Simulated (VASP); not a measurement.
Wanted: the native input for a VASP 6.6.1 run.

```
Task                   : single point
Functional             : r2SCAN
Dispersion             : rVV10
Potentials or basis    : VASP PAW PBE potentials, release 64 (Zn, Se)
Cutoff                 : 520 eV
k mesh                 : 8 × 8 × 8
Occupations            : gaussian, width 0.05 eV
Spin                   : no spin polarisation
Dipole correction      : no
Further INCAR settings : ALGO = Normal; EDIFF = 1e-07; NBANDS = 16
```

The system is ZnSe.

```xyz
2
Lattice="0.0000 2.8010 2.8010 2.8010 0.0000 2.8010 2.8010 2.8010 0.0000" Properties=species:S:1:pos:R:3 pbc="T T T"
Zn    0.0000    0.0000    0.0000
Se    4.2016    4.2016    4.2016
```

This cell differs from its parent crystal: volume scaled by 0.98.

These files were run (other wordings do the same):

POSCAR

```
ZnSe
1.0
    0.0000000000      2.8010468949      2.8010468949
    2.8010468949      0.0000000000      2.8010468949
    2.8010468949      2.8010468949      0.0000000000
Zn Se
1 1
Direct
    0.0000000000      0.0000000000      0.0000000000
    0.7500000000      0.7500000000      0.7500000000
```

INCAR.step1

```
PREC = Accurate
ENCUT = 520
ISMEAR = 0
SIGMA = 0.05
LREAL = F
LASPH = T
NELM = 60
NBANDS = 16
GGA = PE
ALGO = Normal
EDIFF = 1E-4
LWAVE = T
LCHARG = F
```

INCAR.step2

```
PREC = Accurate
ENCUT = 520
EDIFF = 1E-7
ISMEAR = 0
SIGMA = 0.05
LREAL = F
LASPH = T
NELM = 60
ALGO = Normal
ISIF = 2
LWAVE = F
LCHARG = F
METAGGA = R2SCAN
LMIXTAU = T
LUSE_VDW = T
IVDW_NL = 2
BPARAM = 11.95
CPARAM = 0.0093
NBANDS = 16
ISTART = 1
```

KPOINTS

```
Automatic mesh
0
Gamma
  8 8 8
```

Potentials or basis: VASP PAW PBE potentials, release 64 (Zn, Se).

The run is started by

```bash
$ cat potpaw_PBE.64/Zn/POTCAR potpaw_PBE.64/Se/POTCAR > POTCAR
$ cp INCAR.step1 INCAR
$ mpirun -np 1 vasp_std > vasp.out
$ cp INCAR.step2 INCAR
$ mpirun -np 1 vasp_std > vasp.out
```

It gave:

```yaml
Pressure: 1.7 GPa
Band_gap_on_the_k_mesh: 1.97 eV, direct
```

Caveat: the PAW data sets were made with another functional, which shifts forces and pressure a little.

Run time: 2.4 min on 1 thread of Intel(R) Xeon(R) Platinum 8488C (Sapphire Rapids) (shared host), peak memory 0.29 GiB.
